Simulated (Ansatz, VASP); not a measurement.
# CdS in VASP and in Ansatz

```
CELL_PARAMETERS angstrom
3.41020 0.00000 0.00000
0.00000 3.41020 0.00000
0.00000 0.00000 3.41020
ATOMIC_POSITIONS crystal
Cd 0.00000 0.00000 0.00000
S 0.50000 0.50000 0.50000
```

Alike in both runs: functional PBE; k mesh 14 × 14 × 14; occupations fermi-dirac, width 0.05 eV; no spin polarisation.

Ansatz relaxed the structure, and its values are those at the end. VASP's run is a single point on that final structure, the one shown.

```csv
,VASP,Ansatz
version,VASP 6.6.1,Ansatz 0.2.0
potentials or method,"VASP PAW PBE potentials, release 64 (Cd, S)","PAW with Ansatz's default frozen-core files, scalar-relativistic"
plane-wave cutoff (eV),520,420
valence electrons in the cell,18,26
```

Ansatz gave:

| Item | Value |
| --- | --- |
| pressure (GPa) | 0.0 |

**Question.** What did VASP give for the same quantities?

**Answer.** Pressure (GPa): 0.3.

VASP's potentials hold 18 valence electrons a cell and Ansatz's 26, so a difference there can come from the potentials and not from the codes.
